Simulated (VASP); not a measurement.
# SrTe (Fm-3m) in VASP: single point with PBE

Aim: the single point of SrTe with PBE.

Everything below comes from runs of VASP 6.6.1. Logs are shortened: lines on timing, memory, paths and dates and some standing lists are left out, and cuts for length are marked.

### 1 The cell of the first run

Symmetry: Fm-3m, No. 225, cubic system. Conventional cell: a = 6.668 Å, b = 6.668 Å, c = 6.668 Å, α = 90.00°, β = 90.00°, γ = 90.00°. Sr (site symmetry m-3m) has 6 Te at 3.33 Å within 4.4 Å. Te (site symmetry m-3m) has 6 Sr at 3.33 Å within 4.4 Å.

### 2 Single point, PBE

Input file INCAR:

```
PREC     = Accurate       # precision mode
ENCUT    = 500            # plane-wave cutoff, eV
EDIFF    = 1E-6           # SCF threshold, eV
ISMEAR   = 0              # smearing method
SIGMA    = 0.02           # smearing width, eV
LREAL    = False          # projectors in reciprocal space
LASPH    = True           # aspherical terms in the spheres
NELM     = 120            # most SCF steps
ALGO     = Normal         # electronic algorithm
ISIF     = 2              # what is computed and relaxed
LWAVE    = False          # write WAVECAR
LCHARG   = False          # write CHGCAR
GGA      = PE             # functional
NBANDS   = 15             # bands
GGA_COMPAT= False
```

Input file KPOINTS:

```
regular mesh
0
Gamma
  8 8 8
```

Input file POSCAR:

```
SrTe
1.0
    0.0000000000      3.3337737923      3.3337737923
    3.3337737923      0.0000000000      3.3337737923
    3.3337737923      3.3337737923      0.0000000000
Sr Te
1 1
Direct
    0.0000000000      0.0000000000      0.0000000000
    0.5000000000      0.5000000000      0.5000000000
```

Potentials or basis: VASP PAW PBE potentials, release 64 (Sr_sv, Te).

Started as:

```console
cat potpaw_PBE.64/Sr_sv/POTCAR potpaw_PBE.64/Te/POTCAR > POTCAR
mpirun -np 1 vasp_std > vasp.out
```

OUTCAR:

```text
PREC = Accurate
   ENCUT = 500
   EDIFF = 1E-6
   ISMEAR = 0
   LREAL = False
   LASPH = True
   NELM = 120
   ISIF = 2
   GGA = PE

 ion  position               nearest neighbor table
   1  0.000  0.000  0.000-   2 3.33   2 3.33   2 3.33   2 3.33   2 3.33   2 3.33
   2  0.500  0.500  0.500-   1 3.33   1 3.33   1 3.33   1 3.33   1 3.33   1 3.33

  LATTYP: Found a face centered cubic cell.
 ALAT       =     6.6675475846

  Lattice vectors:

 A1 = (   0.0000000000,   3.3337737923,   3.3337737923)
 A2 = (   3.3337737923,   0.0000000000,   3.3337737923)
 A3 = (   3.3337737923,   3.3337737923,   0.0000000000)

Analysis of symmetry for initial positions (statically):
=====================================================================
 Subroutine PRICEL returns:
 Original cell was already a primitive cell.

 Routine SETGRP: Setting up the symmetry group for a
 face centered cubic supercell.

 Subroutine GETGRP returns: Found 48 space group operations
 (whereof 48 operations were pure point group operations)
 out of a pool of 48 trial point group operations.

The static configuration has the point symmetry O_h .

Analysis of symmetry for dynamics (positions and initial velocities):
=====================================================================
 Subroutine PRICEL returns:
 Original cell was already a primitive cell.

 Routine SETGRP: Setting up the symmetry group for a
 face centered cubic supercell.

 Subroutine GETGRP returns: Found 48 space group operations
 (whereof 48 operations were pure point group operations)
 out of a pool of 48 trial point group operations.

The dynamic configuration has the point symmetry O_h .

 Subroutine INISYM returns: Found 48 space group operations
 (whereof 48 operations are pure point group operations),
 and found     1 'primitive' translations

----------------------------------------------------------------------------------------

                                     Primitive cell

  volume of cell :      74.1034

  direct lattice vectors                    reciprocal lattice vectors
     0.000000000  3.333773792  3.333773792    -0.149980182  0.149980182  0.149980182
     3.333773792  0.000000000  3.333773792     0.149980182 -0.149980182  0.149980182
     3.333773792  3.333773792  0.000000000     0.149980182  0.149980182 -0.149980182

  length of vectors
     4.714668111  4.714668111  4.714668111     0.259773295  0.259773295  0.259773295

  position of ions in fractional coordinates (direct lattice)
     0.000000000  0.000000000  0.000000000
     0.500000000  0.500000000  0.500000000

  ion indices of the primitive-cell ions
   primitive index   ion index
                 1           1
                 2           2

----------------------------------------------------------------------------------------

 KPOINTS: regular mesh

Automatic generation of k-mesh.
 Grid dimensions read from file:
 generate k-points for:    8    8    8

 Generating k-lattice:

  Cartesian coordinates                     Fractional coordinates (reciprocal lattice)
    -0.018747523  0.018747523  0.018747523     0.125000000  0.000000000  0.000000000
     0.018747523 -0.018747523  0.018747523     0.000000000  0.125000000  0.000000000
     0.018747523  0.018747523 -0.018747523     0.000000000  0.000000000  0.125000000

  Length of vectors
     0.032471662  0.032471662  0.032471662

  Shift w.r.t. Gamma in fractional coordinates (k-lattice)
     0.000000000  0.000000000  0.000000000

 Subroutine IBZKPT returns following result:
 ===========================================

 Found     29 irreducible k-points:

 Following reciprocal coordinates:
            Coordinates               Weight
  0.000000  0.000000  0.000000      1.000000
  0.125000  0.000000  0.000000      8.000000
  0.250000  0.000000  0.000000      8.000000
  0.375000  0.000000  0.000000      8.000000
  0.500000  0.000000  0.000000      4.000000
  0.125000  0.125000  0.000000      6.000000
[... 16 lines left out ...]
  0.500000  0.250000  0.125000     48.000000
 -0.375000  0.250000  0.125000     24.000000
 [... further k-points ...]
   k-points           NKPTS =     29   k-points in BZ     NKDIM =     29   number of bands    NBANDS=     15
   number of dos      NEDOS =    301   number of ions     NIONS =      2
   total plane-waves  NPLWV =  46656
   dimension x,y,z NGX =    36 NGY =   36 NGZ =   36
   dimension x,y,z NGXF=    72 NGYF=   72 NGZF=   72
   ions per type =               1   1
   NGX,Y,Z   is equivalent  to a cutoff of  12.69, 12.69, 12.69 a.u.
   NGXF,Y,Z  is equivalent  to a cutoff of  25.39, 25.39, 25.39 a.u.
 SYSTEM =  unknown system
   PREC   = accura    normal or accurate (medium, high low for compatibility)
   ISTART =      0    job   : 0-new  1-cont  2-samecut
   ICHARG =      2    charge: 1-file 2-atom 10-const
   ISPIN  =      1    spin polarized calculation?
   LNONCOLLINEAR =      F non collinear calculations
   LSORBIT =      F    spin-orbit coupling
   LASPH  =      T    aspherical Exc in radial PAW
   ENCUT  =  500.0 eV  36.75 Ry    6.06 a.u.   8.60  8.60  8.60*2*pi/ulx,y,z
   NELM   =    120;   NELMIN=  2; NELMDL= -5     # of ELM steps
   EDIFF  = 0.1E-05   stopping-criterion for ELM
   LREAL  =      F    real-space projection
   EDIFFG = 0.1E-04   stopping-criterion for IOM
   NSW    =      0    number of steps for IOM
   IBRION =     -1    ionic relax: 0-MD 1-quasi-New 2-CG
   NFREE  =      0    steps in history (QN), initial steepest desc. (CG)
   ISIF   =      2    stress and relaxation
   ISYM   =      2    0-nonsym 1-usesym 2-fastsym
   POTIM  = 0.5000    time-step for ionic-motion
   TEBEG  =    0.0;   TEEND  =   0.0 temperature during run
   PSTRESS=    0.0 pullay stress
   NELECT =      16.0000    total number of electrons
   NUPDOWN=      -1.0000    fix difference up-down
   EMIN   =  10.00;   EMAX   =-10.00  energy-range for DOS
   EFERMI =   0.00;   METHOD = LEGACY
   ISMEAR =     0;   SIGMA  =   0.02  broadening in eV -4-tet -1-fermi 0-gaus
   EFERMI_NEDOS =   21; number of points for ismear=-14 and -15
   IALGO  =     38    algorithm
   IMIX   =      4    mixing-type and parameters
     AMIX     =   0.40;   BMIX     =  1.00
     AMIX_MAG =   1.60;   BMIX_MAG =  1.00
  volume/ion in A,a.u.               =      37.05       250.04
  Fermi-wavevector in a.u.,A,eV,Ry     =   0.982129  1.855955 13.123882  0.964578
  Thomas-Fermi vector in A             =   2.113189
   LORBIT       =      0    0 simple, 1 ext, 2 COOP (PROOUT), +10 PAW based schemes
   GGA     = PE    functional components
   LHFCALC =     F    Hartree Fock is set to
   AEXX    =    0.0000 exact exchange contribution
   IVDW    =     0    specifies the selected vdW correction
   LEPSILON=     F    determine dielectric tensor
   LRPA    =     F    only Hartree local field effects (RPA)
 non-spin polarized calculation
 Gauss-broadening in eV      SIGMA  =   0.02
  energy-cutoff  :      500.00
  volume of cell :       74.10
 maximum number of plane-waves:      1895
 NGX is ok and might be reduce to    36
   NGX = 17   NGY = 17   NGZ = 17

 number of electron      16.0000000 magnetization

 Free energy of the ion-electron system (eV)
  ---------------------------------------------------
  ext. energy  EPLUGINS =         0.00000000
  ---------------------------------------------------
  free energy    TOTEN  =        -8.26355223 eV

  energy without entropy =       -8.26355223  energy(sigma->0) =       -8.26355223

 E-fermi :   3.0373     XC(G=0):  -8.5049

 val. band max:        2.8304399009   @ k =   0.0000   0.0000   0.0000
 cond. band min:       4.5329573507   @ k =   0.5000   0.5000   0.0000
 fundamental gap:      1.7025174498
 Fermi energy:         3.0372515042

 k-point     1 :       0.0000    0.0000    0.0000
  band No.  band energies     occupation
      1     -31.8581      2.00000
      2     -13.8497      2.00000
      3     -13.8497      2.00000
      4     -13.8497      2.00000
      5      -7.1392      2.00000
      6       2.8304      2.00000
      7       2.8304      2.00000
      8       2.8304      2.00000
      9       5.6695      0.00000
     10       6.1037      0.00000
     11       6.1037      0.00000
     12       6.1037      0.00000
     13       6.7476      0.00000
     14       6.7476      0.00000
     15      10.3276      0.00000

 k-point     2 :       0.1250    0.0000    0.0000
  band No.  band energies     occupation
      1     -31.8575      2.00000
      2     -13.8686      2.00000
      3     -13.8505      2.00000
      4     -13.8505      2.00000
      5      -7.0544      2.00000
      6       2.1603      2.00000
      7       2.6058      2.00000
      8       2.6058      2.00000
      9       5.9603      0.00000
     10       6.3119      0.00000
     11       6.3119      0.00000
     12       6.6011      0.00000
     13       7.1603      0.00000
     14       7.1603      0.00000
     15      10.8419      0.00000

 k-point     3 :       0.2500    0.0000    0.0000
  band No.  band energies     occupation
      1     -31.8560      2.00000
      2     -13.9135      2.00000
      3     -13.8525      2.00000
      4     -13.8525      2.00000
      5      -6.8397      2.00000
      6       1.0950      2.00000
      7       2.1797      2.00000
      8       2.1797      2.00000
      9       6.0553      0.00000
     10       6.8388      0.00000
     11       6.8388      0.00000
     12       7.9763      0.00000
     13       8.1915      0.00000
     14       8.1915      0.00000
     15      11.1447      0.00000
[... 343 lines left out ...]
 k-point    23 :       0.5000    0.2500    0.1250
  band No.  band energies     occupation
      1     -31.8537      2.00000
      2     -13.9406      2.00000
      3     -13.8810      2.00000
      4     -13.8619      2.00000
      5      -6.6067      2.00000
      6       0.5251      2.00000
      7       1.6336      2.00000
      8       1.8108      2.00000
      9       6.2258      0.00000
     10       7.6207      0.00000
     11       7.8976      0.00000
     12       8.2684      0.00000
     13       8.4979      0.00000
     14       9.7019      0.00000
     15      10.6598      0.00000

 k-point    24 :      -0.3750    0.2500    0.1250
  band No.  band energies     occupation
      1     -31.8532      2.00000
      2     -13.9502      2.00000
      3     -13.8822      2.00000
      4     -13.8653      2.00000
      5      -6.5478      2.00000
      6       0.4179      2.00000
      7       1.4701      2.00000
      8       1.7270      2.00000
      9       6.8071      0.00000
     10       7.0440      0.00000
     11       8.3531      0.00000
     12       8.5436      0.00000
     13       8.7675      0.00000
     14       9.5336      0.00000
     15      11.0638      0.00000

 [... further k-points ...]
[... 5 lines left out ...]
  --------------------------------------------------------------------------------------
  -------------------------------------------------------------------------------------
  Total        0.4009464      0.4009464      0.4009464      0.0000000      0.0000000      0.0000000
  in kB        8.6687902      8.6687902      8.6687902      0.0000000      0.0000000      0.0000000
  external PRESSURE =       8.6687902 kB  Pullay stress =       0.0000000 kB

 VOLUME and BASIS-vectors are now :
 -----------------------------------------------------------------------------
  energy-cutoff  :      500.00
  volume of cell :       74.10
      direct lattice vectors                 reciprocal lattice vectors
     0.000000000  3.333773792  3.333773792    -0.149980182  0.149980182  0.149980182
     3.333773792  0.000000000  3.333773792     0.149980182 -0.149980182  0.149980182
     3.333773792  3.333773792  0.000000000     0.149980182  0.149980182 -0.149980182

 POSITION                                       TOTAL-FORCE (eV/Angst)
 -----------------------------------------------------------------------------------
      0.00000      0.00000      0.00000         0.000000     -0.000000      0.000000
      3.33377      3.33377      3.33377        -0.000000      0.000000     -0.000000
 -----------------------------------------------------------------------------------
    total drift:                                0.000000      0.000000      0.000000

  FREE ENERGIE OF THE ION-ELECTRON SYSTEM (eV)
  ---------------------------------------------------
  free  energy   TOTEN  =        -8.2635522348 eV

  energy  without entropy=       -8.2635522348  energy(sigma->0) =       -8.26355223
```

Run time: 35 s. Hardware: 1 thread of AMD EPYC 7R43 (Zen 3), shared host; peak memory 0.18 GiB.

Results:

- Free energy: -8.2636 eV
- Pressure: 0.9 GPa
- Band gap on the k mesh: 1.70 eV (least direct gap 2.44 eV)

Caveat: spin-orbit coupling is left out, which moves the levels of the heavy elements.
